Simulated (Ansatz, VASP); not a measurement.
## TaNb2N3 in VASP and in Ansatz

```
Ta Nb N
1.0
     2.51894    1.45431    4.32841
    -2.51894    1.45431    4.32841
     0.00000   -2.90862    4.32841
Ta Nb N
1 2 3
Direct
  0.50000 0.50000 0.50000
  0.73839 0.73839 0.73839
  0.26161 0.26161 0.26161
  0.00000 0.00000 0.50000
  0.50000 0.00000 0.00000
  0.00000 0.50000 0.00000
```

Alike in both runs: functional PBE; k mesh 12 × 12 × 12; occupations gaussian, width 0.1 eV; no spin polarisation.

Ansatz relaxed the structure, and its values are those at the end. VASP's run is a single point on that final structure, the one shown.

|  | VASP | Ansatz |
| --- | --- | --- |
| version | VASP 6.6.1 | Ansatz 0.2.0 |
| potentials or method | VASP PAW PBE potentials, release 64 (Ta_pv, Nb_sv, N), cutoff 520 eV | scalar-relativistic, plane waves, PAW |
| valence electrons in the cell | 52 | 54 |

```csv
,VASP,Ansatz,Ansatz less VASP
gap on the k mesh at the Fermi level (eV),none,none,-
pressure (GPa),-0.3,0.0,+0.33
rms of the force components (eV/Å),0.018,0.000,-0.0175
```

A gap of «none» marks a metal or a gap that the smearing closes. VASP's potentials hold 52 valence electrons a cell and Ansatz's 54, so a difference there can come from the potentials and not from the codes.

Spin-orbit coupling is off throughout.
